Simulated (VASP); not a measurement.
# K (P6_3/mmc) in VASP: single point with PBE

Aim: the single point of K with PBE.

Program: VASP 6.6.1. These are calculated values, not measurements. Logs are shortened: lines on timing, memory, paths and dates and some standing lists are left out, and cuts for length are marked.

## 1. The cell of the first run

It takes space group P6_3/mmc (No. 194, hexagonal). The conventional cell has a = 4.717 Å, b = 4.717 Å, c = 7.691 Å, α = 90.00°, β = 90.00°, γ = 120.00°.

This isn't the form of K at room conditions, which is bcc.

## 2. Single point, PBE

INCAR reads:

```
SYSTEM = K
PREC = Accurate
ENCUT = 500
EDIFF = 1E-6
ISMEAR = -1
SIGMA = 0.1
LREAL = .FALSE.
LASPH = .TRUE.
NELM = 120
ALGO = Normal
ISIF = 2
LWAVE = .FALSE.
LCHARG = .TRUE.
GGA = PE
LELF = .TRUE.
LVHAR = .TRUE.
NBANDS = 16
GGA_COMPAT = .FALSE.
```

KPOINTS reads:

```
regular mesh
0
G
  4 4 2
  0 0 0
```

POSCAR reads:

```
K
1.0
    4.7167909557      0.0000000000      0.0000000000
   -2.3583954778      4.0848607920      0.0000000000
    0.0000000000      0.0000000000      7.6905374758
K
2
Direct
    0.3333333333      0.6666666667      0.2500000000
    0.6666666667      0.3333333333      0.7500000000
```

Potentials or basis: VASP PAW PBE potentials, release 64 (K_sv).

Started as:

```
> cat potpaw_PBE.64/K_sv/POTCAR > POTCAR
> mpirun -np 1 vasp_std > vasp.out
```

OUTCAR:

```text
SYSTEM = K
   PREC = Accurate
   ENCUT = 500
   EDIFF = 1E-6
   ISMEAR = -1
   LREAL = .FALSE.
   LASPH = .TRUE.
   NELM = 120
   ISIF = 2
   GGA = PE

 ion  position               nearest neighbor table
   1  0.333  0.667  0.250-
   2  0.667  0.333  0.750-

  LATTYP: Found a hexagonal cell.
 ALAT       =     4.7167909557
 C/A-ratio  =     1.6304596808

  Lattice vectors:

 A1 = (   4.7167909557,   0.0000000000,   0.0000000000)
 A2 = (  -2.3583954778,   4.0848607920,   0.0000000000)
 A3 = (   0.0000000000,   0.0000000000,   7.6905374758)

Analysis of symmetry for initial positions (statically):
=====================================================================
 Subroutine PRICEL returns:
 Original cell was already a primitive cell.

 Routine SETGRP: Setting up the symmetry group for a
 hexagonal supercell.

 Subroutine GETGRP returns: Found 24 space group operations
 (whereof 12 operations were pure point group operations)
 out of a pool of 24 trial point group operations.

The static configuration has the point symmetry D_3d.
 The point group associated with its full space group is D_6h.

Analysis of symmetry for dynamics (positions and initial velocities):
=====================================================================
 Subroutine PRICEL returns:
 Original cell was already a primitive cell.

 Routine SETGRP: Setting up the symmetry group for a
 hexagonal supercell.

 Subroutine GETGRP returns: Found 24 space group operations
 (whereof 12 operations were pure point group operations)
 out of a pool of 24 trial point group operations.

The dynamic configuration has the point symmetry D_3d.
 The point group associated with its full space group is D_6h.

 Subroutine INISYM returns: Found 24 space group operations
 (whereof 12 operations are pure point group operations),
 and found     1 'primitive' translations

----------------------------------------------------------------------------------------

                                     Primitive cell

  volume of cell :     148.1769

  direct lattice vectors                    reciprocal lattice vectors
     4.716790956  0.000000000  0.000000000     0.212008548  0.122403192  0.000000000
    -2.358395478  4.084860792  0.000000000     0.000000000  0.244806384  0.000000000
     0.000000000  0.000000000  7.690537476     0.000000000  0.000000000  0.130029924

  length of vectors
     4.716790956  4.716790956  7.690537476     0.244806384  0.244806384  0.130029924

  position of ions in fractional coordinates (direct lattice)
     0.333333333  0.666666667  0.250000000
     0.666666667  0.333333333  0.750000000

  ion indices of the primitive-cell ions
   primitive index   ion index
                 1           1
                 2           2

----------------------------------------------------------------------------------------

 KPOINTS: regular mesh

Automatic generation of k-mesh.
 Grid dimensions read from file:
 generate k-points for:    4    4    2

 Generating k-lattice:

  Cartesian coordinates                     Fractional coordinates (reciprocal lattice)
     0.053002137  0.030600798  0.000000000     0.250000000  0.000000000  0.000000000
     0.000000000  0.061201596  0.000000000     0.000000000  0.250000000  0.000000000
     0.000000000  0.000000000  0.065014962     0.000000000  0.000000000  0.500000000

  Length of vectors
     0.061201596  0.061201596  0.065014962

  Shift w.r.t. Gamma in fractional coordinates (k-lattice)
     0.000000000  0.000000000  0.000000000

 Subroutine IBZKPT returns following result:
 ===========================================

 Found      8 irreducible k-points:

 Following reciprocal coordinates:
            Coordinates               Weight
  0.000000  0.000000  0.000000      1.000000
  0.250000  0.000000  0.000000      6.000000
  0.500000  0.000000  0.000000      3.000000
  0.250000  0.250000  0.000000      6.000000
  0.000000  0.000000  0.500000      1.000000
  0.250000  0.000000  0.500000      6.000000
  0.500000  0.000000  0.500000      3.000000
  0.250000  0.250000  0.500000      6.000000
   k-points           NKPTS =      8   k-points in BZ     NKDIM =      8   number of bands    NBANDS=     16
   number of dos      NEDOS =    301   number of ions     NIONS =      2
   total plane-waves  NPLWV =  72576
   dimension x,y,z NGX =    36 NGY =   36 NGZ =   56
   dimension x,y,z NGXF=    72 NGYF=   72 NGZF=  112
   ions per type =               2
   NGX,Y,Z   is equivalent  to a cutoff of  12.69, 12.69, 12.11 a.u.
   NGXF,Y,Z  is equivalent  to a cutoff of  25.38, 25.38, 24.21 a.u.
 SYSTEM =  K
   PREC   = accura    normal or accurate (medium, high low for compatibility)
   ISTART =      0    job   : 0-new  1-cont  2-samecut
   ICHARG =      2    charge: 1-file 2-atom 10-const
   ISPIN  =      1    spin polarized calculation?
   LNONCOLLINEAR =      F non collinear calculations
   LSORBIT =      F    spin-orbit coupling
   LASPH  =      T    aspherical Exc in radial PAW
   ENCUT  =  500.0 eV  36.75 Ry    6.06 a.u.   8.60  8.60 14.02*2*pi/ulx,y,z
   NELM   =    120;   NELMIN=  2; NELMDL= -5     # of ELM steps
   EDIFF  = 0.1E-05   stopping-criterion for ELM
   LREAL  =      F    real-space projection
   EDIFFG = 0.1E-04   stopping-criterion for IOM
   NSW    =      0    number of steps for IOM
   IBRION =     -1    ionic relax: 0-MD 1-quasi-New 2-CG
   NFREE  =      0    steps in history (QN), initial steepest desc. (CG)
   ISIF   =      2    stress and relaxation
   ISYM   =      2    0-nonsym 1-usesym 2-fastsym
   POTIM  = 0.5000    time-step for ionic-motion
   TEBEG  =    0.0;   TEEND  =   0.0 temperature during run
   PSTRESS=    0.0 pullay stress
   NELECT =      18.0000    total number of electrons
   NUPDOWN=      -1.0000    fix difference up-down
   EMIN   =  10.00;   EMAX   =-10.00  energy-range for DOS
   EFERMI =   0.00;   METHOD = LEGACY
   ISMEAR =    -1;   SIGMA  =   0.10  broadening in eV -4-tet -1-fermi 0-gaus
   EFERMI_NEDOS =   21; number of points for ismear=-14 and -15
   IALGO  =     38    algorithm
   IMIX   =      4    mixing-type and parameters
     AMIX     =   0.40;   BMIX     =  1.00
     AMIX_MAG =   1.60;   BMIX_MAG =  1.00
  volume/ion in A,a.u.               =      74.09       499.97
  Fermi-wavevector in a.u.,A,eV,Ry     =   0.810785  1.532161  8.944084  0.657372
  Thomas-Fermi vector in A             =   1.920024
   LORBIT       =      0    0 simple, 1 ext, 2 COOP (PROOUT), +10 PAW based schemes
   GGA     = PE    functional components
   LHFCALC =     F    Hartree Fock is set to
   AEXX    =    0.0000 exact exchange contribution
   IVDW    =     0    specifies the selected vdW correction
   LEPSILON=     F    determine dielectric tensor
   LRPA    =     F    only Hartree local field effects (RPA)
 non-spin polarized calculation
  energy-cutoff  :      500.00
  volume of cell :      148.18
 maximum number of plane-waves:      3791
 NGX is ok and might be reduce to    36
   NGX = 17   NGY = 17   NGZ = 29

 number of electron      18.0000003 magnetization

 Free energy of the ion-electron system (eV)
  ---------------------------------------------------
  ext. energy  EPLUGINS =         0.00000000
  ---------------------------------------------------
  free energy    TOTEN  =        -2.10830003 eV

  energy without entropy =       -2.03907612  energy(sigma->0) =       -2.07368807

 E-fermi :  -0.0084     XC(G=0):  -5.6319

 val. band max:       -0.0160096330   @ k =   0.5000   0.0000   0.0000
 cond. band min:       0.1166892221   @ k =   0.5000   0.0000   0.0000
 fundamental gap:      0.1326988551
 Fermi energy:        -0.0083802547

 k-point     1 :       0.0000    0.0000    0.0000
  band No.  band energies     occupation
      1     -32.2623      2.00000
      2     -32.2587      2.00000
      3     -15.7785      2.00000
      4     -15.7224      2.00000
      5     -15.7224      2.00000
      6     -15.7136      2.00000
[... 8 lines left out ...]
     15       4.3357      0.00000
     16       4.3357      0.00000

 k-point     2 :       0.2500    0.0000    0.0000
  band No.  band energies     occupation
      1     -32.2606      2.00000
      2     -32.2579      2.00000
      3     -15.7668      2.00000
      4     -15.7468      2.00000
      5     -15.7380      2.00000
      6     -15.7300      2.00000
[... 8 lines left out ...]
     15       4.2135      0.00000
     16       4.2496      0.00000

 k-point     3 :       0.5000    0.0000    0.0000
  band No.  band energies     occupation
      1     -32.2587      2.00000
      2     -32.2575      2.00000
      3     -15.7717      2.00000
      4     -15.7617      2.00000
      5     -15.7500      2.00000
      6     -15.7372      2.00000
[... 8 lines left out ...]
     15       3.8542      0.00000
     16       4.7556      0.00000

 k-point     4 :       0.2500    0.2500    0.0000
  band No.  band energies     occupation
      1     -32.2587      2.00000
      2     -32.2575      2.00000
      3     -15.7611      2.00000
      4     -15.7569      2.00000
      5     -15.7501      2.00000
      6     -15.7421      2.00000
[... 8 lines left out ...]
     15       2.9205      0.00000
     16       3.9782      0.00000

 k-point     5 :       0.0000    0.0000    0.5000
  band No.  band energies     occupation
      1     -32.2605      2.00000
      2     -32.2605      2.00000
      3     -15.7463      2.00000
      4     -15.7463      2.00000
      5     -15.7179      2.00000
      6     -15.7179      2.00000
[... 8 lines left out ...]
     15       3.9777      0.00000
     16       3.9777      0.00000

 k-point     6 :       0.2500    0.0000    0.5000
  band No.  band energies     occupation
      1     -32.2593      2.00000
      2     -32.2593      2.00000
      3     -15.7554      2.00000
      4     -15.7554      2.00000
      5     -15.7299      2.00000
      6     -15.7299      2.00000
[... 8 lines left out ...]
     15       4.1595      0.00000
     16       4.1595      0.00000

 k-point     7 :       0.5000    0.0000    0.5000
  band No.  band energies     occupation
      1     -32.2581      2.00000
      2     -32.2581      2.00000
      3     -15.7753      2.00000
      4     -15.7753      2.00000
      5     -15.7308      2.00000
      6     -15.7308      2.00000
[... 8 lines left out ...]
     15       4.1918      0.00000
     16       4.1918      0.00000

 k-point     8 :       0.2500    0.2500    0.5000
  band No.  band energies     occupation
      1     -32.2581      2.00000
      2     -32.2581      2.00000
      3     -15.7669      2.00000
      4     -15.7669      2.00000
      5     -15.7428      2.00000
      6     -15.7428      2.00000
[... 8 lines left out ...]
     15       4.0215      0.00000
     16       4.0215      0.00000

------------------------ aborting loop because EDIFF is reached ----------------------------------------

  FORCE on cell =-STRESS in cart. coord.  units (eV):
  Direction    XX          YY          ZZ          XY          YZ          ZX
  --------------------------------------------------------------------------------------
  -------------------------------------------------------------------------------------
  Total        0.1631991      0.1631991     -0.2959306      0.0000000      0.0000000      0.0000000
  in kB        1.7646064      1.7646064     -3.1997780      0.0000000      0.0000000      0.0000000
  external PRESSURE =       0.1098116 kB  Pullay stress =       0.0000000 kB

 VOLUME and BASIS-vectors are now :
 -----------------------------------------------------------------------------
  energy-cutoff  :      500.00
  volume of cell :      148.18
      direct lattice vectors                 reciprocal lattice vectors
     4.716790956  0.000000000  0.000000000     0.212008548  0.122403192  0.000000000
    -2.358395478  4.084860792  0.000000000     0.000000000  0.244806384  0.000000000
     0.000000000  0.000000000  7.690537476     0.000000000  0.000000000  0.130029924

 POSITION                                       TOTAL-FORCE (eV/Angst)
 -----------------------------------------------------------------------------------
     -0.00000      2.72324      1.92263         0.000000     -0.000000      0.000000
      2.35840      1.36162      5.76790        -0.000000      0.000000      0.000000
 -----------------------------------------------------------------------------------
    total drift:                                0.000000     -0.000000      0.000000

  FREE ENERGIE OF THE ION-ELECTRON SYSTEM (eV)
  ---------------------------------------------------
  free  energy   TOTEN  =        -2.1083000282 eV

  energy  without entropy=       -2.0390761192  energy(sigma->0) =       -2.07368807
```

Wall time 19 s (1 thread of Intel Xeon 8259CL, shared host); peak memory 0.24 GiB.

What came out:

```yaml
Free_energy: -2.1083 eV
Pressure: 0.0 GPa
Band_gap_on_the_k_mesh: zero (bands 9 and 10 overlap by 2.06 eV)
```

Caveat: the k points lie up to 0.41 Å⁻¹ apart, too coarse for converged energies and pressures of a metal.

The gap in the log of VASP goes by the Fermi energy; the results here count the filled bands.